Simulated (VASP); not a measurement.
# C (I4_1/amd) in VASP: notebook, part 2 of 2

VASP 6.6.1. Earlier steps stand in the parts before.

### 3 Single point, PBEsol (film at in-plane strain -0.02)

INCAR

```
SYSTEM = C
ALGO = Normal
EDIFF = 1E-7
ENCUT = 520
GGA = PS
ISIF = 2
ISMEAR = 0
LASPH = .True.
LCHARG = .True.
LELF = .True.
LREAL = .False.
LVHAR = .True.
LWAVE = .False.
NBANDS = 11
NELM = 100
PREC = Accurate
SIGMA = 0.01
```

KPOINTS

```
k-points
0
Gamma
  12 12 12
  0 0 0
```

POSCAR

```
C
1.0
    1.7413656503      1.7413656503      0.0000000000
   -1.7413656503      1.7413656503      0.0000000000
    0.0000000000      1.7413656503      1.7863378933
C
2
Direct
    0.5000000000      0.5000000000      0.0000000000
    0.7500000000      0.2500000000      0.5000000000
```

Potentials or basis: VASP PAW PBE potentials, release 64 (C).

Launch:

```
> cat potpaw_PBE.64/C/POTCAR > POTCAR
> mpirun -np 1 vasp_std > vasp.out
```

OUTCAR:

```text
SYSTEM = C
   EDIFF = 1E-7
   ENCUT = 520
   GGA = PS
   ISIF = 2
   ISMEAR = 0
   LASPH = .True.
   LREAL = .False.
   NELM = 100
   PREC = Accurate

 ion  position               nearest neighbor table
   1  0.500  0.500  0.000-   2 1.52   2 1.52   2 1.52   2 1.52
   2  0.750  0.250  0.500-   1 1.52   1 1.52   1 1.52   1 1.52

  LATTYP: Found a body centered tetragonal cell.
 ALAT       =     2.4626629197
 C/A-ratio  =     1.4507368256

  Lattice vectors:

 A1 = (   1.7413656503,   0.0000000000,  -1.7863378933)
 A2 = (  -1.7413656503,   0.0000000000,  -1.7863378933)
 A3 = (   0.0000000000,   1.7413656503,   1.7863378933)

Analysis of symmetry for initial positions (statically):
=====================================================================
 Subroutine PRICEL returns:
 Original cell was already a primitive cell.

 Routine SETGRP: Setting up the symmetry group for a
 body centered tetragonal supercell.

 Subroutine GETGRP returns: Found 16 space group operations
 (whereof  8 operations were pure point group operations)
 out of a pool of 16 trial point group operations.

The static configuration has the point symmetry D_2d.
 The point group associated with its full space group is D_4h.

Analysis of symmetry for dynamics (positions and initial velocities):
=====================================================================
 Subroutine PRICEL returns:
 Original cell was already a primitive cell.

 Routine SETGRP: Setting up the symmetry group for a
 body centered tetragonal supercell.

 Subroutine GETGRP returns: Found 16 space group operations
 (whereof  8 operations were pure point group operations)
 out of a pool of 16 trial point group operations.

The dynamic configuration has the point symmetry D_2d.
 The point group associated with its full space group is D_4h.

 Subroutine INISYM returns: Found 16 space group operations
 (whereof  8 operations are pure point group operations),
 and found     1 'primitive' translations

----------------------------------------------------------------------------------------

                                     Primitive cell

  volume of cell :      10.8336

  direct lattice vectors                    reciprocal lattice vectors
     1.741365650  1.741365650  0.000000000     0.287130965  0.287130965 -0.279902252
    -1.741365650  1.741365650  0.000000000    -0.287130965  0.287130965 -0.279902252
     0.000000000  1.741365650  1.786337893     0.000000000  0.000000000  0.559804505

  length of vectors
     2.462662920  2.462662920  2.494665789     0.493187240  0.493187240  0.559804505

  position of ions in fractional coordinates (direct lattice)
     0.500000000  0.500000000  0.000000000
     0.750000000  0.250000000  0.500000000

  ion indices of the primitive-cell ions
   primitive index   ion index
                 1           1
                 2           2

----------------------------------------------------------------------------------------

 KPOINTS: k-points

Automatic generation of k-mesh.
 Grid dimensions read from file:
 generate k-points for:   12   12   12

 Generating k-lattice:

  Cartesian coordinates                     Fractional coordinates (reciprocal lattice)
     0.023927580  0.023927580 -0.023325188     0.083333333  0.000000000  0.000000000
    -0.023927580  0.023927580 -0.023325188     0.000000000  0.083333333  0.000000000
     0.000000000  0.000000000  0.046650375     0.000000000  0.000000000  0.083333333

  Length of vectors
     0.041098937  0.041098937  0.046650375

  Shift w.r.t. Gamma in fractional coordinates (k-lattice)
     0.000000000  0.000000000  0.000000000

 Subroutine IBZKPT returns following result:
 ===========================================

 Found    163 irreducible k-points:

 Following reciprocal coordinates:
            Coordinates               Weight
  0.000000  0.000000  0.000000      1.000000
  0.083333  0.000000  0.000000      8.000000
  0.166667  0.000000  0.000000      8.000000
  0.250000  0.000000  0.000000      8.000000
  0.333333  0.000000  0.000000      8.000000
  0.416667  0.000000  0.000000      8.000000
[... 16 lines left out ...]
  0.500000  0.166667  0.000000     16.000000
 -0.416667  0.166667  0.000000     16.000000
 [... further k-points ...]
   k-points           NKPTS =    163   k-points in BZ     NKDIM =    163   number of bands    NBANDS=     11
   number of dos      NEDOS =    301   number of ions     NIONS =      2
   total plane-waves  NPLWV =   6480
   dimension x,y,z NGX =    18 NGY =   18 NGZ =   20
   dimension x,y,z NGXF=    36 NGYF=   36 NGZF=   40
   ions per type =               2
   NGX,Y,Z   is equivalent  to a cutoff of  12.15, 12.15, 13.33 a.u.
   NGXF,Y,Z  is equivalent  to a cutoff of  24.30, 24.30, 26.66 a.u.
 SYSTEM =  C
   PREC   = accura    normal or accurate (medium, high low for compatibility)
   ISTART =      0    job   : 0-new  1-cont  2-samecut
   ICHARG =      2    charge: 1-file 2-atom 10-const
   ISPIN  =      1    spin polarized calculation?
   LNONCOLLINEAR =      F non collinear calculations
   LSORBIT =      F    spin-orbit coupling
   LASPH  =      T    aspherical Exc in radial PAW
   ENCUT  =  520.0 eV  38.22 Ry    6.18 a.u.   4.58  4.58  4.64*2*pi/ulx,y,z
   NELM   =    100;   NELMIN=  2; NELMDL= -5     # of ELM steps
   EDIFF  = 0.1E-06   stopping-criterion for ELM
   LREAL  =      F    real-space projection
   EDIFFG = 0.1E-05   stopping-criterion for IOM
   NSW    =      0    number of steps for IOM
   IBRION =     -1    ionic relax: 0-MD 1-quasi-New 2-CG
   NFREE  =      0    steps in history (QN), initial steepest desc. (CG)
   ISIF   =      2    stress and relaxation
   ISYM   =      2    0-nonsym 1-usesym 2-fastsym
   POTIM  = 0.5000    time-step for ionic-motion
   TEBEG  =    0.0;   TEEND  =   0.0 temperature during run
   PSTRESS=    0.0 pullay stress
   NELECT =       8.0000    total number of electrons
   NUPDOWN=      -1.0000    fix difference up-down
   EMIN   =  10.00;   EMAX   =-10.00  energy-range for DOS
   EFERMI =   0.00;   METHOD = LEGACY
   ISMEAR =     0;   SIGMA  =   0.01  broadening in eV -4-tet -1-fermi 0-gaus
   EFERMI_NEDOS =   21; number of points for ismear=-14 and -15
   IALGO  =     38    algorithm
   IMIX   =      4    mixing-type and parameters
     AMIX     =   0.40;   BMIX     =  1.00
     AMIX_MAG =   1.60;   BMIX_MAG =  1.00
  volume/ion in A,a.u.               =       5.42        36.55
  Fermi-wavevector in a.u.,A,eV,Ry     =   1.479723  2.796270 29.791031  2.189579
  Thomas-Fermi vector in A             =   2.593845
   LORBIT       =      0    0 simple, 1 ext, 2 COOP (PROOUT), +10 PAW based schemes
   GGA     = PS    functional components
   LHFCALC =     F    Hartree Fock is set to
   AEXX    =    0.0000 exact exchange contribution
   IVDW    =     0    specifies the selected vdW correction
   LEPSILON=     F    determine dielectric tensor
   LRPA    =     F    only Hartree local field effects (RPA)
 non-spin polarized calculation
 Gauss-broadening in eV      SIGMA  =   0.01
  energy-cutoff  :      520.00
  volume of cell :       10.83
 maximum number of plane-waves:       302
   NGX =  9   NGY =  9   NGZ =  9

 number of electron       8.0000001 magnetization

 Free energy of the ion-electron system (eV)
  ---------------------------------------------------
  ext. energy  EPLUGINS =         0.00000000
  ---------------------------------------------------
  free energy    TOTEN  =       -19.21211092 eV

  energy without entropy =      -19.21211092  energy(sigma->0) =      -19.21211092

 E-fermi :  10.6272     XC(G=0): -13.6620

 val. band max:       10.5234937530   @ k =   0.0000   0.0000   0.0000
 cond. band min:      14.3345165085   @ k =  -0.3333   0.3333   0.0000
 fundamental gap:      3.8110227555
 Fermi energy:        10.6271975488

 k-point     1 :       0.0000    0.0000    0.0000
  band No.  band energies     occupation
      1     -11.7631      2.00000
      2      10.1146      2.00000
      3      10.5235      2.00000
      4      10.5235      2.00000
      5      15.9541      0.00000
      6      15.9541      0.00000
      7      16.2718      0.00000
      8      24.8086      0.00000
      9      29.9566      0.00000
     10      36.5806      0.00000
     11      37.2291      0.00000
[... 309 lines left out ...]
 k-point    24 :      -0.4167    0.1667    0.0000
  band No.  band energies     occupation
      1      -7.3876      2.00000
      2       0.2116      2.00000
      3       5.9251      2.00000
      4       6.1965      2.00000
      5      16.9792      0.00000
      6      21.3910      0.00000
      7      22.3559      0.00000
      8      23.1899      0.00000
      9      31.9070      0.00000
     10      33.7125      0.00000
     11      38.2560      0.00000

 [... further k-points ...]
[... 5 lines left out ...]
  --------------------------------------------------------------------------------------
  -------------------------------------------------------------------------------------
  Total        1.7953349      1.7953349      0.0880899      0.0000000      0.0000000     -0.0000000
  in kB      265.5109952    265.5109952     13.0275686      0.0000000      0.0000000     -0.0000000
  external PRESSURE =     181.3498530 kB  Pullay stress =       0.0000000 kB

 VOLUME and BASIS-vectors are now :
 -----------------------------------------------------------------------------
  energy-cutoff  :      520.00
  volume of cell :       10.83
      direct lattice vectors                 reciprocal lattice vectors
     1.741365650  1.741365650  0.000000000     0.287130965  0.287130965 -0.279902252
    -1.741365650  1.741365650  0.000000000    -0.287130965  0.287130965 -0.279902252
     0.000000000  1.741365650  1.786337893     0.000000000  0.000000000  0.559804505

 POSITION                                       TOTAL-FORCE (eV/Angst)
 -----------------------------------------------------------------------------------
      0.00000      1.74137      0.00000         0.000000     -0.000000      0.000000
      0.87068      2.61205      0.89317        -0.000000      0.000000      0.000000
 -----------------------------------------------------------------------------------
    total drift:                               -0.000000     -0.000000      0.000000

  FREE ENERGIE OF THE ION-ELECTRON SYSTEM (eV)
  ---------------------------------------------------
  free  energy   TOTEN  =       -19.2121109181 eV

  energy  without entropy=      -19.2121109181  energy(sigma->0) =      -19.21211092
```

It took 24 s on 1 thread of Intel Xeon 8259CL, shared host; peak memory 0.12 GiB.

Results:

```yaml
Free_energy: -19.2121 eV
Pressure: 18.1 GPa
Band_gap_on_the_k_mesh: 3.81 eV, indirect (least direct gap 5.43 eV)
```

Levels at points of the mesh, in eV from the valence-band top:
```csv
k point,band 2,band 3,band 4,band 5,band 6,band 7
"(0.00, 0.00, 0.00)",-0.41,0.00,0.00,5.43,5.43,5.75
"(0.50, 0.00, 0.00)",-14.12,-3.31,-2.82,8.11,8.56,9.54
"(0.50, 0.50, 0.00)",-13.10,-6.88,-6.88,4.36,4.36,17.37
"(0.00, 0.00, 0.50)",-13.52,-6.49,-6.49,4.97,4.97,17.26
```

Caveat: the cell differs from its parent crystal (film at in-plane strain -0.02); the PAW data sets were made with another functional, which shifts forces and pressure a little. A k mesh can miss the band edges.

### 4 Single point, PBEsol (in-plane strain -0.01, then relaxed in part)

INCAR

```
PREC = Accurate ; ENCUT = 520
EDIFF = 1E-6 ; ISMEAR = 0
SIGMA = 0.01 ; LREAL = False
LASPH = True ; NELM = 80
ALGO = Normal ; ISIF = 2
LWAVE = False ; LCHARG = False
GGA = PS ; NBANDS = 11
```

KPOINTS

```
regular mesh
0
Gamma
  12 12 12
```

POSCAR

```
C
1.0
    1.7591346876      1.7591346876      0.0000000000
   -1.7591346876      1.7591346876      0.0000000000
    0.0000000000      1.7591346876      1.7815692778
C
2
Direct
    0.5000000000      0.5000000000      0.0000000000
    0.7500000000      0.2500000000      0.5000000000
```

Launch:

```
> cat potpaw_PBE.64/C/POTCAR > POTCAR
> mpirun -np 1 vasp_std > vasp.out
```

It took 20 s on 1 thread of Intel Xeon 8259CL, shared host; peak memory 0.13 GiB.

It converged, with:

```yaml
Free_energy: -19.2397 eV
Pressure: 9.3 GPa
Band_gap_on_the_k_mesh: 3.94 eV, indirect (least direct gap 5.50 eV)
```

Stress tensor (GPa, compression positive):
```
13.37  0.00  0.00
 0.00 13.37  0.00
 0.00  0.00  1.21
```

Levels at points of the mesh, in eV from the valence-band top:
```tsv
k point	band 2	band 3	band 4	band 5	band 6	band 7
(0.00, 0.00, 0.00)	-0.20	0.00	0.00	5.50	5.50	5.66
(0.50, 0.00, 0.00)	-13.85	-3.07	-2.83	8.31	8.50	9.23
(0.50, 0.50, 0.00)	-12.98	-6.64	-6.64	4.49	4.49	17.17
(0.00, 0.00, 0.50)	-13.18	-6.45	-6.45	4.80	4.80	17.11
```

Caveat: the cell differs from its parent crystal (in-plane strain -0.01, then relaxed in part); the PAW data sets were made with another functional, which shifts forces and pressure a little. A k mesh can miss the band edges.

### 5 Single point, PBEsol (in-plane strain -0.01)

INCAR

```
PREC = Accurate
ENCUT = 520
EDIFF = 1E-6
ISMEAR = 0
SIGMA = 0.01
LREAL = False
LASPH = True
NELM = 80
ALGO = Normal
ISIF = 2
LWAVE = False
LCHARG = False
GGA = PS
NBANDS = 11
```

KPOINTS is that of step 4.

Changes to POSCAR since step 4:

```diff
@@ -4,3 +4,3 @@
    -1.7591346876      1.7591346876      0.0000000000
-    0.0000000000      1.7591346876      1.7815692778
+    0.0000000000      1.7591346876      1.7875651472
 C
```

Launch:

```
> cat potpaw_PBE.64/C/POTCAR > POTCAR
> mpirun -np 1 vasp_std > vasp.out
```

Wall time 23 s (1 thread of Intel Xeon 8259CL, shared host); peak memory 0.13 GiB.

The run converged. Its results:

- Free energy: -19.2396 eV
- Pressure: 7.7 GPa
- Band gap on the k mesh: 3.89 eV, indirect (least direct gap 5.46 eV)

Stress tensor (GPa, compression positive):
```
12.83  0.00  0.00
 0.00 12.83  0.00
 0.00  0.00 -2.56
```

Levels at points of the mesh, in eV from the valence-band top:
```
           k point  band 1  band 2  band 3  band 4  band 5  band 6  band 7  band 8  band 9
(0.00, 0.00, 0.00)  -21.94   -0.25    0.00    0.00    5.46    5.46    5.66   13.86   19.20
(0.50, 0.00, 0.00)  -15.97  -13.83   -3.11   -2.81    8.22    8.48    9.20   15.63   21.93
(0.50, 0.50, 0.00)  -12.95  -12.95   -6.65   -6.65    4.44    4.44   17.10   17.10   23.54
(0.00, 0.00, 0.50)  -13.21  -13.21   -6.41   -6.41    4.82    4.82   17.03   17.03   23.31
```

Caveat: the cell differs from its parent crystal (in-plane strain -0.01); the PAW data sets were made with another functional, which shifts forces and pressure a little. A k mesh can miss the band edges.

### 6 Overview

```csv
cell,gap on the mesh (eV),pressure (GPa)
"a = 2.463, b = 2.463, c = 2.503 Å, angles 60.5, 60.5, 90.0°, 2 atoms",3.71,14.8
"a = 2.463, b = 2.463, c = 2.495 Å, angles 60.4, 60.4, 90.0°, 2 atoms",3.81,18.1
"a = 2.488, b = 2.488, c = 2.504 Å, angles 60.2, 60.2, 90.0°, 2 atoms",3.94,9.3
"a = 2.488, b = 2.488, c = 2.508 Å, angles 60.3, 60.3, 90.0°, 2 atoms",3.89,7.7
```

Alike in all rows: task single point; level PBEsol; potentials or basis VASP PAW PBE potentials, release 64 (C); no spin polarisation; k mesh 12 × 12 × 12; cutoff (eV) 520; smearing gaussian 0.01 eV.

Caveats: the PAW data sets were made with another functional, which shifts forces and pressure a little.

Absolute energies hang on the potentials; compare differences alone.
